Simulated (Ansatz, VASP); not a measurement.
## Two plane-wave programs on SiO2

INCAR

```
SYSTEM = SiO2
  PREC = Accurate
  ENCUT = 520
  EDIFF = 1E-7
  ISMEAR = 0
  SIGMA = 0.02
  LREAL = .False.
  LASPH = .True.
  NELM = 80
  ALGO = Normal
  ISIF = 2
  LWAVE = .False.
  LCHARG = .True.
  LELF = .True.
  LVHAR = .True.
  NBANDS = 44
```

Contents of KPOINTS:

```
Automatic mesh
0
Gamma
  6 6 4
  0 0 0
```

File POSCAR:

```
SiO2
1.0
    4.8757226989      0.0000000000      0.0000000000
    0.0000000000      4.8757226989      0.0000000000
    0.0000000000      0.0000000000      7.5074706810
Si O
4 8
Direct
    0.0000000000      0.0000000000      0.0000000000
    0.0000000000      0.5000000000      0.2500000000
    0.5000000000      0.5000000000      0.5000000000
    0.5000000000      0.0000000000      0.7500000000
    0.0971062359      0.2500000000      0.1250000000
    0.2500000000      0.5971062359      0.3750000000
    0.7500000000      0.4028937641      0.3750000000
    0.9028937641      0.7500000000      0.1250000000
    0.5971062359      0.7500000000      0.6250000000
    0.7500000000      0.0971062359      0.8750000000
    0.2500000000      0.9028937641      0.8750000000
    0.4028937641      0.2500000000      0.6250000000
```

Input for Ansatz:

```yaml
crystal:
  lattice:
    - [4.8757226989, 0.0, 0.0]
    - [0.0, 4.8757226989, 0.0]
    - [0.0, 0.0, 7.507470681]
  atoms:
    - { symbol: Si, position: [0.0, 0.0, 0.0] }
    - { symbol: Si, position: [0.0, 0.5, 0.25] }
    - { symbol: Si, position: [0.5, 0.5, 0.5] }
    - { symbol: Si, position: [0.5, 0.0, 0.75] }
    - { symbol: O, position: [0.0971062359, 0.25, 0.125] }
    - { symbol: O, position: [0.25, 0.5971062359, 0.375] }
    - { symbol: O, position: [0.75, 0.4028937641, 0.375] }
    - { symbol: O, position: [0.9028937641, 0.75, 0.125] }
    - { symbol: O, position: [0.5971062359, 0.75, 0.625] }
    - { symbol: O, position: [0.75, 0.0971062359, 0.875] }
    - { symbol: O, position: [0.25, 0.9028937641, 0.875] }
    - { symbol: O, position: [0.4028937641, 0.25, 0.625] }
basis:
  ecutwfc: 420
kpoints:
  mp_grid: { grid: [6, 6, 4] }
  band_path: { path: [VBM, CBM], npoints: 2 }
hamiltonian:
  xc: lda
scf:
  occupations: { method: gaussian, width: 0.02 }
output:
  forces: true
  stress: true
  eigenvalues: true
checkpoint:
  read: start.run
  write: ck
  compress: false
  write_wavefunctions: false
  write_every: 100000
```

Alike in both runs: task single point; functional LDA; k mesh 6 × 6 × 4; occupations gaussian, width 0.02 eV; no spin polarisation.

```csv
,VASP,Ansatz
version,VASP 6.6.1,Ansatz 0.2.0
potentials or method,"VASP PAW LDA potentials, release 64 (Si, O), cutoff 520 eV","scalar-relativistic, plane waves, PAW"
valence electrons in the cell,64,64
```

Ansatz gave:

* gap on the k mesh at the Fermi level (eV): 5.68
* least direct gap on the mesh (eV): 5.68
* pressure (GPa): -0.8
* traceless stress, the component that is largest in VASP (GPa): -1.64
* rms of the force components (eV/Å): 0.000

Q: What did VASP give for the same quantities?

A: gap on the k mesh at the Fermi level (eV): 5.68; least direct gap on the mesh (eV): 5.68; pressure (GPa): -0.3; traceless stress, the component that is largest in VASP (GPa): -1.58; rms of the force components (eV/Å): 0.012.

LDA's correlation is that of Perdew and Zunger in VASP and of Perdew and Wang (1992) in Ansatz. Atom by atom the forces differ by 0.012 eV/Å (rms over components).
